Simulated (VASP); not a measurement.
Wanted: the native input for a VASP 6.6.1 run.

```yaml
Task: single point
Functional: PBE
Potentials_or_basis: VASP PAW PBE potentials, release 64 (Ti_sv)
Cutoff: 520 eV
k_mesh: 9 × 9 × 12
Occupations: gaussian, width 0.1 eV
Spin: no spin polarisation
Dipole_correction: no
Further_INCAR_settings: ALGO = Normal; EDIFF = 1e-06; NBANDS = 25
```

The structure of Ti lies in POSCAR:

```
Ti
1.0
    4.5795363014      0.0000000000      0.0000000000
   -2.2897681507      3.9659947746      0.0000000000
    0.0000000000      0.0000000000      2.8321726469
Ti
3
Direct
    0.0000000000      0.0000000000      0.0000000000
    0.3333333333      0.6666666667      0.5000000000
    0.6666666667      0.3333333333      0.5000000000
```

These files were run (other wordings do the same):

INCAR

```
PREC     = Accurate       # precision mode
ENCUT    = 520            # plane-wave cutoff, eV
EDIFF    = 1E-6           # SCF threshold, eV
ISMEAR   = 0              # smearing method
SIGMA    = 0.1            # smearing width, eV
LREAL    = F              # projectors in reciprocal space
LASPH    = T              # aspherical terms in the spheres
NELM     = 60             # most SCF steps
ALGO     = Normal         # electronic algorithm
ISIF     = 2              # what is computed and relaxed
LWAVE    = F              # write WAVECAR
LCHARG   = F              # write CHGCAR
GGA      = PE             # functional
NBANDS   = 25             # bands
```

KPOINTS

```
Automatic mesh
0
Gamma
  9 9 12
```

Potentials or basis: VASP PAW PBE potentials, release 64 (Ti_sv).

Launch:

```console
$ cat potpaw_PBE.64/Ti_sv/POTCAR > POTCAR
$ mpirun -np 1 vasp_std > vasp.out
```

Results of the run:

The pressure is -0.2 GPa and the band gap on the k mesh is zero (band 18 reaches 8.56 eV, above the bottom of band 19 at 8.28 eV).

Run time: 110 s on 1 thread of AMD EPYC 7R43 64-Core Processor (Zen 3) (shared host), peak memory 0.19 GiB.
